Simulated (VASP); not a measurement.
Si:

```
CELL_PARAMETERS angstrom
3.51948 2.03197 6.00213
-3.51948 2.03197 6.00213
0.00000 -4.06395 6.00213
ATOMIC_POSITIONS crystal
Si 0.01019 0.65361 0.01019
Si 0.01019 0.01019 0.65361
Si 0.65361 0.01019 0.01019
Si 0.98981 0.34639 0.98981
Si 0.34639 0.98981 0.98981
Si 0.98981 0.98981 0.34639
Si 0.22118 0.63060 0.22118
Si 0.22118 0.22118 0.63060
Si 0.63060 0.22118 0.22118
Si 0.77882 0.36940 0.77882
Si 0.36940 0.77882 0.77882
Si 0.77882 0.77882 0.36940
```

```yaml
Program: VASP 6.6.1
Task: relaxation of cell and atoms
Functional: PBEsol
Potentials_or_basis: VASP PAW PBE potentials, release 64 (Si)
Cutoff: 600 eV
k_mesh: 3 × 3 × 3
Occupations: gaussian, width 0.1 eV
Spin: no spin polarisation
```

At the start: pressure -3.3 GPa; volume 21.46 Å³/atom.

**Question.** Where does the relaxation end?

**Answer.** Over 18 steps the energy falls by 120.0 meV/atom and the volume is 18.79 Å³/atom (-12.5 %); space group R-3m (No. 166, to 0.05 Å).

Step by step:
```csv
step,energy change (eV),largest force (eV/Å),pressure (GPa),volume (Å³)
1,0.0000,0.5127,-3.32,257.54
2,-0.4201,0.6885,-0.29,241.25
3,-0.4875,0.8124,1.73,233.28
4,-0.7969,0.7440,1.43,229.73
5,-0.9369,0.7642,2.32,224.56
6,-0.9492,0.7532,1.96,225.87
7,-1.1255,0.4315,-0.43,231.20
8,-1.1537,0.4276,-1.54,234.10
9,-1.2821,0.3589,-0.92,231.00
10,-1.3564,0.4441,0.64,225.25
11,-1.3638,0.3005,0.16,226.75
12,-1.4163,0.1875,0.15,225.58
13,-1.4320,0.1115,0.25,224.42
14,-1.4362,0.0827,-0.26,225.87
15,-1.4365,0.0646,-0.16,225.57
16,-1.4386,0.0497,0.03,225.16
17,-1.4391,0.0433,0.19,224.82
18,-1.4405,0.0161,0.07,225.44
```

Final structure:
```xyz
12
Lattice="3.2496 1.8762 6.1627 -3.2496 1.8762 6.1627 0.0000 -3.7523 6.1627" Properties=species:S:1:pos:R:3 pbc="T T T"
Si   -1.9514    1.1266    4.2174
Si    0.0000   -2.2533    4.2174
Si    1.9514    1.1266    4.2174
Si    1.9514   -1.1266   14.2708
Si   -1.9514   -1.1266   14.2708
Si    0.0000    2.2533   14.2708
Si   -1.2265    0.7081    6.7682
Si    0.0000   -1.4163    6.7682
Si    1.2265    0.7081    6.7682
Si    1.2265   -0.7081   11.7200
Si   -1.2265   -0.7081   11.7200
Si    0.0000    1.4163   11.7200
```

Caveat: the k points lie up to 0.39 Å⁻¹ apart in the final cell; the PAW data sets were made with another functional, which shifts forces and pressure a little.
